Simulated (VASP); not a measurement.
# Tb3YPb (P4mm) in VASP: a series of runs

The runs below take Tb3YPb through relaxation of shape and atoms at fixed volume, relaxation of cell and atoms, single point, with PBE.

All numbers are computed with VASP 6.6.1; they aren't measurements. Logs are shortened: lines on timing, memory, paths and dates and some standing lists are left out, and cuts for length are marked.

## 1. The cell of the first run

It takes space group P4mm (No. 99, tetragonal). The conventional cell has a = 4.300 Å, b = 4.300 Å, c = 7.848 Å, α = 90.00°, β = 90.00°, γ = 90.00°. Tb (site symmetry 2mm) has 6 Tb at 3.04 to 3.39 Å and 2 Pb at 3.15 Å and 2 Y at 4.08 Å within 4.1 Å. Within 3.8 Å of Tb (site symmetry 4mm) lie 1 Pb at 2.92 Å and 4 Tb at 3.39 Å and 4 Y at 3.51 Å. Y (site symmetry 4mm) has 4 Pb at 3.25 Å and 8 Tb at 3.51 to 4.08 Å and 4 Y at 4.30 Å within 4.3 Å. Within 3.8 Å of Pb (site symmetry 4mm) lie 5 Tb at 2.92 to 3.15 Å and 4 Y at 3.25 Å.

## 2. Relaxation of shape and atoms at fixed volume, PBE (29.02 Å³/atom)

Contents of INCAR:

```
SYSTEM = Tb3YPb
ALGO = Normal ; EDIFF = 1E-7
EDIFFG = -0.01 ; ENCUT = 500
GGA = PE ; GGA_COMPAT = .False.
IBRION = 2 ; ISIF = 4
ISMEAR = 0 ; LASPH = .True.
LCHARG = .False. ; LMAXMIX = 6
LREAL = .False. ; LWAVE = .False.
NELM = 200 ; NELMIN = 4
NSW = 50 ; PREC = Accurate
SIGMA = 0.1
```

Contents of KPOINTS:

```
k-points
0
Gamma
  8 8 4
  0 0 0
```

Contents of POSCAR:

```
Tb3YPb
1.0
    4.2997801270      0.0000000000      0.0000000000
    0.0000000000      4.2997801270      0.0000000000
    0.0000000000      0.0000000000      7.8479277243
Tb Y Pb
3 1 1
Direct
    0.0000000000      0.5000000000      0.6669814072
    0.0000000000      0.0000000000      0.3325957488
    0.5000000000      0.0000000000      0.6669814072
    0.5000000000      0.5000000000      0.1086459040
    0.0000000000      0.0000000000      0.9610744929
```

Potentials or basis: VASP PAW PBE potentials, release 64 (Tb_3, Y_sv, Pb_d), 4f in core.

Command:

```bash
> cat potpaw_PBE.64/Tb_3/POTCAR potpaw_PBE.64/Y_sv/POTCAR potpaw_PBE.64/Pb_d/POTCAR > POTCAR
> mpirun -np 1 vasp_std > vasp.out
```

OUTCAR:

```text
SYSTEM = Tb3YPb
   EDIFF = 1E-7
   EDIFFG = -0.01
   ENCUT = 500
   GGA = PE
   IBRION = 2
   ISIF = 4
   ISMEAR = 0
   LASPH = .True.
   LREAL = .False.
   NELM = 200
   NELMIN = 4
   NSW = 50
   PREC = Accurate

 ion  position               nearest neighbor table
   1  0.000  0.500  0.667-   3 3.04   3 3.04   3 3.04   3 3.04   5 3.15   5 3.15   2 3.39   2 3.39
                             4 4.08   4 4.08
   2  0.000  0.000  0.333-   5 2.92   3 3.39   1 3.39   1 3.39   3 3.39   4 3.51   4 3.51   4 3.51
                             4 3.51
   3  0.500  0.000  0.667-   1 3.04   1 3.04   1 3.04   1 3.04   5 3.15   5 3.15   2 3.39   2 3.39
                             4 4.08   4 4.08
   4  0.500  0.500  0.109-   5 3.25   5 3.25   5 3.25   5 3.25   2 3.51   2 3.51   2 3.51   2 3.51
                             3 4.08   3 4.08   1 4.08   1 4.08
   5  0.000  0.000  0.961-   2 2.92   1 3.15   3 3.15   1 3.15   3 3.15   4 3.25   4 3.25   4 3.25
                             4 3.25

  LATTYP: Found a simple tetragonal cell.
 ALAT       =     4.2997801270
 C/A-ratio  =     1.8251927988

  Lattice vectors:

 A1 = (   4.2997801270,   0.0000000000,   0.0000000000)
 A2 = (   0.0000000000,   4.2997801270,   0.0000000000)
 A3 = (   0.0000000000,   0.0000000000,   7.8479277243)

Analysis of symmetry for initial positions (statically):
=====================================================================
 Subroutine PRICEL returns:
 Original cell was already a primitive cell.

 Routine SETGRP: Setting up the symmetry group for a
 simple tetragonal supercell.

 Subroutine GETGRP returns: Found  8 space group operations
 (whereof  8 operations were pure point group operations)
 out of a pool of 16 trial point group operations.

The static configuration has the point symmetry C_4v.

Analysis of symmetry for dynamics (positions and initial velocities):
=====================================================================
 Subroutine PRICEL returns:
 Original cell was already a primitive cell.

 Routine SETGRP: Setting up the symmetry group for a
 simple tetragonal supercell.

 Subroutine GETGRP returns: Found  8 space group operations
 (whereof  8 operations were pure point group operations)
 out of a pool of 16 trial point group operations.

The dynamic configuration has the point symmetry C_4v.

 Subroutine INISYM returns: Found  8 space group operations
 (whereof  8 operations are pure point group operations),
 and found     1 'primitive' translations

----------------------------------------------------------------------------------------

                                     Primitive cell

  volume of cell :     145.0933

  direct lattice vectors                    reciprocal lattice vectors
     4.299780127  0.000000000  0.000000000     0.232570032  0.000000000  0.000000000
     0.000000000  4.299780127  0.000000000     0.000000000  0.232570032  0.000000000
     0.000000000  0.000000000  7.847927724     0.000000000  0.000000000  0.127422172

  length of vectors
     4.299780127  4.299780127  7.847927724     0.232570032  0.232570032  0.127422172

  position of ions in fractional coordinates (direct lattice)
     0.000000000  0.500000000  0.666981407
     0.000000000  0.000000000  0.332595749
     0.500000000  0.000000000  0.666981407
     0.500000000  0.500000000  0.108645904
     0.000000000  0.000000000  0.961074493

  ion indices of the primitive-cell ions
   primitive index   ion index
                 1           1
                 2           2
                 3           3
                 4           4
                 5           5

----------------------------------------------------------------------------------------

 KPOINTS: k-points

Automatic generation of k-mesh.
 Grid dimensions read from file:
 generate k-points for:    8    8    4

 Generating k-lattice:

  Cartesian coordinates                     Fractional coordinates (reciprocal lattice)
     0.029071254  0.000000000  0.000000000     0.125000000  0.000000000  0.000000000
     0.000000000  0.029071254  0.000000000     0.000000000  0.125000000  0.000000000
     0.000000000  0.000000000  0.031855543     0.000000000  0.000000000  0.250000000

  Length of vectors
     0.029071254  0.029071254  0.031855543

  Shift w.r.t. Gamma in fractional coordinates (k-lattice)
     0.000000000  0.000000000  0.000000000

 Subroutine IBZKPT returns following result:
 ===========================================

 Found     45 irreducible k-points:

 Following reciprocal coordinates:
            Coordinates               Weight
  0.000000  0.000000  0.000000      1.000000
  0.125000  0.000000  0.000000      4.000000
  0.250000  0.000000  0.000000      4.000000
  0.375000  0.000000  0.000000      4.000000
  0.500000  0.000000  0.000000      2.000000
  0.125000  0.125000  0.000000      4.000000
[... 16 lines left out ...]
  0.375000  0.125000  0.250000     16.000000
  0.500000  0.125000  0.250000      8.000000
 [... further k-points ...]
   k-points           NKPTS =     45   k-points in BZ     NKDIM =     45   number of bands    NBANDS=     31
   number of dos      NEDOS =    301   number of ions     NIONS =      5
   total plane-waves  NPLWV =  61440
   dimension x,y,z NGX =    32 NGY =   32 NGZ =   60
   dimension x,y,z NGXF=    64 NGYF=   64 NGZF=  120
   ions per type =               3   1   1
   NGX,Y,Z   is equivalent  to a cutoff of  12.37, 12.37, 12.71 a.u.
   NGXF,Y,Z  is equivalent  to a cutoff of  24.74, 24.74, 25.42 a.u.
 SYSTEM =  Tb3YPb
   PREC   = accura    normal or accurate (medium, high low for compatibility)
   ISTART =      0    job   : 0-new  1-cont  2-samecut
   ICHARG =      2    charge: 1-file 2-atom 10-const
   ISPIN  =      1    spin polarized calculation?
   LNONCOLLINEAR =      F non collinear calculations
   LSORBIT =      F    spin-orbit coupling
   LASPH  =      T    aspherical Exc in radial PAW
   ENCUT  =  500.0 eV  36.75 Ry    6.06 a.u.   7.84  7.84 14.31*2*pi/ulx,y,z
   NELM   =    200;   NELMIN=  4; NELMDL= -5     # of ELM steps
   EDIFF  = 0.1E-06   stopping-criterion for ELM
   LREAL  =      F    real-space projection
   EDIFFG = -.1E-01   stopping-criterion for IOM
   NSW    =     50    number of steps for IOM
   IBRION =      2    ionic relax: 0-MD 1-quasi-New 2-CG
   NFREE  =      1    steps in history (QN), initial steepest desc. (CG)
   ISIF   =      4    stress and relaxation
   ISYM   =      2    0-nonsym 1-usesym 2-fastsym
   POTIM  = 0.5000    time-step for ionic-motion
   TEBEG  =    0.0;   TEEND  =   0.0 temperature during run
   PSTRESS=    0.0 pullay stress
   NELECT =      52.0000    total number of electrons
   NUPDOWN=      -1.0000    fix difference up-down
   EMIN   =  10.00;   EMAX   =-10.00  energy-range for DOS
   EFERMI =   0.00;   METHOD = LEGACY
   ISMEAR =     0;   SIGMA  =   0.10  broadening in eV -4-tet -1-fermi 0-gaus
   EFERMI_NEDOS =   21; number of points for ismear=-14 and -15
   IALGO  =     38    algorithm
   IMIX   =      4    mixing-type and parameters
     AMIX     =   0.40;   BMIX     =  1.00
     AMIX_MAG =   1.60;   BMIX_MAG =  1.00
  volume/ion in A,a.u.               =      29.02       195.83
  Fermi-wavevector in a.u.,A,eV,Ry     =   1.162858  2.197483 18.398333  1.352239
  Thomas-Fermi vector in A             =   2.299415
   LORBIT       =      0    0 simple, 1 ext, 2 COOP (PROOUT), +10 PAW based schemes
   GGA     = PE    functional components
   LHFCALC =     F    Hartree Fock is set to
   AEXX    =    0.0000 exact exchange contribution
   IVDW    =     0    specifies the selected vdW correction
   LEPSILON=     F    determine dielectric tensor
   LRPA    =     F    only Hartree local field effects (RPA)
 conjugate gradient relaxation of ions
 non-spin polarized calculation
 Gauss-broadening in eV      SIGMA  =   0.10
  energy-cutoff  :      500.00
  volume of cell :      145.09
 maximum number of plane-waves:      3725
 NGX is ok and might be reduce to    32
   NGX = 15   NGY = 15   NGZ = 29

--------------------------------------- Ionic step        1  -------------------------------------------

 number of electron      52.0000012 magnetization

 Free energy of the ion-electron system (eV)
  ---------------------------------------------------
  ext. energy  EPLUGINS =         0.00000000
  ---------------------------------------------------
  free energy    TOTEN  =       -23.17814388 eV

  energy without entropy =      -23.15588736  energy(sigma->0) =      -23.16701562

------------------------ aborting loop because EDIFF is reached ----------------------------------------

  FORCE on cell =-STRESS in cart. coord.  units (eV):
  Direction    XX          YY          ZZ          XY          YZ          ZX
  --------------------------------------------------------------------------------------
  -------------------------------------------------------------------------------------
  Total        5.2470553      5.2470553      5.4884206      0.0000000      0.0000000      0.0000000
  in kB       57.9400322     57.9400322     60.6052822      0.0000000      0.0000000      0.0000000
  external PRESSURE =      58.8284489 kB  Pullay stress =       0.0000000 kB
[... 258 lines left out ...]
  energy  without entropy=      -23.1597257449  energy(sigma->0) =      -23.17030964

--------------------------------------- Ionic step        8  -------------------------------------------

 number of electron      52.0000010 magnetization

 Free energy of the ion-electron system (eV)
  ---------------------------------------------------
  ext. energy  EPLUGINS =         0.00000000
  ---------------------------------------------------
  free energy    TOTEN  =       -23.18094049 eV

  energy without entropy =      -23.15990054  energy(sigma->0) =      -23.17042051

 E-fermi :   4.3432     XC(G=0): -10.1512

 val. band max:        4.3391494002   @ k =   0.3750   0.3750   0.2500
 cond. band min:       4.3507988894   @ k =   0.2500   0.1250   0.5000
 fundamental gap:      0.0116494892
 Fermi energy:         4.3432175263

 k-point     1 :       0.0000    0.0000    0.0000
  band No.  band energies     occupation
      1     -38.5517      2.00000
      2     -18.5945      2.00000
      3     -18.5945      2.00000
      4     -18.5849      2.00000
      5     -18.5185      2.00000
      6     -18.5185      2.00000
[... 805 lines left out ...]
     30       5.8508      0.00000
     31       6.2806      0.00000

 [... further k-points ...]

------------------------ aborting loop because EDIFF is reached ----------------------------------------

  FORCE on cell =-STRESS in cart. coord.  units (eV):
  Direction    XX          YY          ZZ          XY          YZ          ZX
  --------------------------------------------------------------------------------------
  -------------------------------------------------------------------------------------
  Total        5.1517264      5.1517264      5.1453605      0.0000000      0.0000000      0.0000000
  in kB       56.8873729     56.8873729     56.8170781      0.0000000      0.0000000      0.0000000
  external PRESSURE =      56.8639413 kB  Pullay stress =       0.0000000 kB
[... 20 lines left out ...]
  FREE ENERGIE OF THE ION-ELECTRON SYSTEM (eV)
  ---------------------------------------------------
  free  energy   TOTEN  =       -23.1809404859 eV

  energy  without entropy=      -23.1599005372  energy(sigma->0) =      -23.17042051

 reached required accuracy - stopping structural energy minimisation
```

Wall time 14 min (1 thread of Intel Xeon Platinum 8488C (Sapphire Rapids), shared host); peak memory 0.39 GiB.

What came out:

* Free energy: -23.1809 eV
* Energy gained by relaxing: 0.6 meV/atom
* Ionic steps: 8
* Pressure after relaxing: 5.7 GPa
* Largest force after relaxing: 0.007 eV/Å
* Band gap on the k mesh: zero (bands 26 and 27 overlap by 0.79 eV)

Forces in eV/Å, atoms in the order of the input:
```
Tb   0.000  0.000 -0.005
Tb   0.000  0.000  0.001
Tb   0.000  0.000 -0.005
Y    0.000  0.000  0.002
Pb   0.000  0.000  0.007
```

The path:
```csv
step,energy change (eV),largest force (eV/Å),pressure (GPa),volume (Å³)
1,0.0000,0.0811,5.88,145.09
2,-0.0010,0.0657,5.83,145.09
3,-0.0012,0.0594,5.79,145.09
4,-0.0016,0.0538,5.77,145.09
5,-0.0023,0.0574,5.72,145.09
6,-0.0027,0.0213,5.71,145.09
7,-0.0027,0.0137,5.70,145.09
8,-0.0028,0.0068,5.69,145.09
```

Final structure:
```xyz
5
Lattice="4.3003 0.0000 0.0000 0.0000 4.3003 0.0000 0.0000 0.0000 7.8460" Properties=species:S:1:pos:R:3 pbc="T T T"
Tb    0.0000    2.1501    5.2162
Tb    0.0000    0.0000    2.6107
Tb    2.1501    0.0000    5.2162
Y     2.1501    2.1501    0.8923
Pb    0.0000    0.0000    7.5336
```

Levels at points of the mesh, in eV from the Fermi level:
| k point | band 22 | band 23 | band 24 | band 25 | band 26 | band 27 | band 28 | band 29 | band 30 | band 31 |
| --- | --- | --- | --- | --- | --- | --- | --- | --- | --- | --- |
| (0.00, 0.00, 0.00) | -1.94 | -0.92 | -0.86 | -0.86 | -0.74 | -0.57 | 1.55 | 1.55 | 1.69 | 1.99 |
| (0.50, 0.00, 0.00) | -1.18 | -1.16 | -0.88 | -0.30 | -0.17 | 0.62 | 0.82 | 1.59 | 1.67 | 2.09 |
| (0.50, 0.50, 0.00) | -2.30 | -1.38 | -0.51 | -0.51 | -0.47 | 0.49 | 0.49 | 0.96 | 1.11 | 1.11 |
| (0.00, 0.00, 0.50) | -1.88 | -0.77 | -0.56 | -0.54 | -0.54 | -0.32 | 0.95 | 0.95 | 1.30 | 1.52 |
| (0.50, 0.00, 0.50) | -1.15 | -0.97 | -0.61 | -0.38 | 0.22 | 0.77 | 0.94 | 0.98 | 2.06 | 2.27 |
| (0.50, 0.50, 0.50) | -1.80 | -1.61 | -0.27 | -0.14 | -0.14 | 0.34 | 0.34 | 0.57 | 1.37 | 1.37 |

Caveat: spin-orbit coupling is left out, which moves the levels of the heavy elements; the 4f electrons are frozen in the core, so they carry no moment and show no levels.

## 3. Relaxation of cell and atoms, PBE

This run uses another cell than the first one, of 33.73 Å³/atom.

Contents of INCAR:

```
ALGO = Normal
EDIFF = 1E-7
EDIFFG = -0.01
ENCUT = 500
GGA = PE
GGA_COMPAT = F
IBRION = 2
ISIF = 3
ISMEAR = 0
LASPH = T
LCHARG = F
LMAXMIX = 6
LREAL = F
LWAVE = F
NELM = 200
NELMIN = 4
NSW = 100
PREC = Accurate
SIGMA = 0.1
```

Contents of KPOINTS:

```
k-points
0
Gamma
  6 6 6
```

Contents of POSCAR:

```
Tb3YPb
1.0
    4.9071407448      0.0000000000      0.0000000000
    0.0000000000      4.9071407448      0.0000000000
    0.0000000000      0.0000000000      7.0033494403
Tb Y Pb
3 1 1
Direct
    0.5000000000      0.5000000000      0.1556297656
    0.0000000000      0.5000000000      0.4608340213
    0.5000000000      0.0000000000      0.4608340213
    0.0000000000      0.0000000000      0.0201447990
    0.5000000000      0.5000000000      0.7444574228
```

Potentials or basis: VASP PAW PBE potentials, release 64 (Tb_3, Y_sv, Pb_d), 4f in core.

Command:

```bash
> cat potpaw_PBE.64/Tb_3/POTCAR potpaw_PBE.64/Y_sv/POTCAR potpaw_PBE.64/Pb_d/POTCAR > POTCAR
> mpirun -np 1 vasp_std > vasp.out
```

It took 32 min on 1 thread of Intel Xeon Platinum 8488C (Sapphire Rapids), shared host; peak memory 0.45 GiB.

Results (log left out):

```
Free energy                           : -23.1452 eV
Relaxed volume                        : 34.29 Å³/atom
Relaxed cell                          : a = 4.925 Å, b = 4.925 Å, c = 7.069 Å, α = 90.00°, β = 90.00°, γ = 90.00°
Space group after relaxing (to 0.1 Å) : P4mm (No. 99)
Energy gained by relaxing             : 1.1 meV/atom
Ionic steps                           : 22
Pressure after relaxing               : 0.0 GPa
Largest force after relaxing          : 0.009 eV/Å
Band gap on the k mesh                : zero (bands 26 and 27 overlap by 0.19 eV)
```

Forces in eV/Å, atoms in the order of the input:
```
Tb   0.000  0.000  0.007
Tb   0.000  0.000 -0.009
Tb   0.000  0.000 -0.009
Y    0.000  0.000  0.003
Pb   0.000  0.000  0.008
```

The path:
```
step  energy change (eV)  largest force (eV/Å)  pressure (GPa)  volume (Å³)
   1              0.0000                0.0518            0.37       168.64
   2             -0.0027                0.0688           -0.10       170.54
   3             -0.0027                0.0648           -0.05       170.30
   4             -0.0033                0.0581           -0.04       170.25
   5             -0.0046                0.0375           -0.01       170.09
   6             -0.0051                0.0099            0.04       169.75
   7             -0.0052                0.0155            0.02       169.85
   8             -0.0053                0.0207           -0.03       170.15
   9             -0.0053                0.0103           -0.01       170.02
  10             -0.0053                0.0111            0.01       170.02
  11             -0.0053                0.0116            0.01       170.02
  12             -0.0053                0.0212            0.03       170.01
  13             -0.0053                0.0165            0.02       170.02
  14             -0.0053                0.0162            0.02       170.04
  15             -0.0054                0.0155            0.02       170.11
  16             -0.0054                0.0138            0.01       170.24
  17             -0.0054                0.0182           -0.02       170.51
  18             -0.0054                0.0149           -0.01       170.39
  19             -0.0054                0.0148           -0.01       170.44
  20             -0.0055                0.0145           -0.01       170.59
  21             -0.0056                0.0135           -0.01       170.88
  22             -0.0057                0.0093           -0.01       171.45
```

Final structure:
```xyz
5
Lattice="4.9251 0.0000 0.0000 0.0000 4.9251 0.0000 0.0000 0.0000 7.0685" Properties=species:S:1:pos:R:3 pbc="T T T"
Tb    2.4625    2.4625    1.0815
Tb    4.9251    2.4625    3.2389
Tb    2.4625    0.0000    3.2389
Y     4.9251    0.0000    0.2144
Pb    2.4625    2.4625    5.2457
```

Levels at points of the mesh, in eV from the Fermi level:
```csv
k point,band 23,band 24,band 25,band 26,band 27,band 28,band 29,band 30
"(0.00, 0.00, 0.00)",-1.33,-1.29,-1.13,-0.68,0.37,0.89,1.26,1.26
"(0.50, 0.00, 0.00)",-1.05,-0.93,-0.34,-0.14,-0.10,0.53,0.67,1.29
"(0.50, 0.50, 0.00)",-1.43,-0.88,-0.88,-0.32,0.26,0.57,0.57,1.08
"(0.00, 0.00, 0.50)",-0.93,-0.87,-0.87,-0.65,0.13,0.13,0.72,0.81
"(0.50, 0.00, 0.50)",-1.24,-0.75,-0.12,-0.03,0.38,0.54,0.56,1.19
"(0.50, 0.50, 0.50)",-1.74,-0.28,-0.28,-0.24,0.29,0.54,0.54,1.08
```

Caveat: spin-orbit coupling is left out, which moves the levels of the heavy elements; the 4f electrons are frozen in the core, so they carry no moment and show no levels. Spin polarisation is off, so any magnetic state and its effect on volume and gap are missing.

(Part 1 of 2 ends here.)

The gap in the log of VASP goes by the Fermi energy; the results here count the filled bands.